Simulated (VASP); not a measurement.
**SiO2: single point with PBE**

SiO2:

```
Si O
1.0
     0.00000    2.19537    2.19537
     2.19537    0.00000    2.19537
     2.19537    2.19537    0.00000
Si O
1 2
Direct
  0.00000 0.00000 0.00000
  0.25000 0.25000 0.25000
  0.75000 0.75000 0.75000
```

| Property | Result |
| --- | --- |
| Program | VASP 6.6.1 |
| Task | single point |
| Functional | PBE |
| Potentials or basis | VASP PAW PBE potentials, release 64 (Si, O) |
| Cutoff | 600 eV |
| k mesh | 4 × 4 × 4 |
| Occupations | gaussian, width 0.01 eV |
| Spin | no spin polarisation |
| Dipole correction | no |
| Further INCAR settings | ALGO = Normal; EDIFF = 1e-06; NBANDS = 15 |

```
Pressure               : 44.6 GPa
Band gap on the k mesh : 2.13 eV, direct
```

Levels at points of the mesh, in eV from the valence-band top:
| k point | band 5 | band 6 | band 7 | band 8 | band 9 | band 10 | band 11 | band 12 |
| --- | --- | --- | --- | --- | --- | --- | --- | --- |
| (0.00, 0.00, 0.00) | -6.56 | -2.50 | -2.50 | -2.50 | 3.57 | 6.13 | 6.13 | 6.13 |
| (0.50, 0.00, 0.00) | -5.84 | -5.50 | -5.13 | -5.13 | 7.10 | 10.43 | 10.93 | 10.93 |
| (0.50, 0.50, 0.00) | -9.07 | -1.14 | -1.14 | 0.00 | 2.13 | 9.37 | 12.01 | 14.00 |

Wall time 4.8 s on 1 thread of Intel(R) Xeon(R) Platinum 8488C (Sapphire Rapids), with other jobs on the host, peak memory 0.14 GiB.

Caveat: the k points lie up to 0.62 Å⁻¹ apart. A hybrid or GW would open this gap; PBE tends to underestimate it.
